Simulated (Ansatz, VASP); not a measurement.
**CuO in VASP and in Ansatz**

Contents of INCAR:

```
SYSTEM = CuO
  ALGO = Normal
  EDIFF = 1E-7
  ENCUT = 520
  GGA = PE
  ISIF = 2
  ISMEAR = 0
  LASPH = .TRUE.
  LCHARG = .FALSE.
  LREAL = .FALSE.
  LWAVE = .FALSE.
  NBANDS = 25
  NELM = 80
  PREC = Accurate
  SIGMA = 0.1
```

KPOINTS

```
k-points
0
G
  7 7 4
  0 0 0
```

POSCAR

```
CuO
1.0
    2.3416500000     -1.7104000000      0.0000000000
    2.3416500000      1.7104000000      0.0000000000
   -0.8525100000      0.0000000000      5.0580600000
Cu O
2 2
Direct
    0.0000000000      0.5000000000      0.0000000000
    0.5000000000      0.0000000000      0.5000000000
    0.5821000000      0.4179000000      0.2500000000
    0.4179000000      0.5821000000      0.7500000000
```

Input for Ansatz:

```yaml
crystal:
  lattice:
    - [2.34165, -1.7104, 0.0]
    - [2.34165, 1.7104, 0.0]
    - [-0.85251, 0.0, 5.05806]
  atoms:
    - { symbol: Cu, position: [0.0, 0.5, 0.0] }
    - { symbol: Cu, position: [0.5, 0.0, 0.5] }
    - { symbol: O, position: [0.5821, 0.4179, 0.25] }
    - { symbol: O, position: [0.4179, 0.5821, 0.75] }
hamiltonian:
  xc: pbe
  pseudopotentials: { kind: paw }
basis:
  ecutwfc: 420
kpoints:
  mp_grid: { grid: [7, 7, 4] }
scf:
  occupations: { method: gaussian, width: 0.1 }
  lower_state_search: "off"
output:
  forces: true
  stress: true
```

Alike in both runs: task single point; functional PBE; k mesh 7 × 7 × 4; occupations gaussian, width 0.1 eV; no spin polarisation.

```csv
,VASP,Ansatz
version,VASP 6.6.1,Ansatz 0.2.0
potentials or method,"VASP PAW PBE potentials, release 64 (Cu, O), cutoff 520 eV","PAW, plane waves, scalar-relativistic"
valence electrons in the cell,34,50
```

VASP gave:

```
pressure (GPa)                                                : 6.4
traceless stress, the component that is largest in VASP (GPa) : -1.19
rms of the force components (eV/Å)                            : 0.100
```

Task: Estimate Ansatz's values.

Result: Pressure (GPa): 5.8; traceless stress, the component that is largest in VASP (GPa): -1.13; rms of the force components (eV/Å): 0.118.

Atom by atom the forces differ by 0.018 eV/Å (rms over components). With one functional, cell and mesh, what is left measures potentials, basis and numerics. VASP's potentials hold 34 valence electrons a cell and Ansatz's 50, so a difference there can come from the potentials and not from the codes.
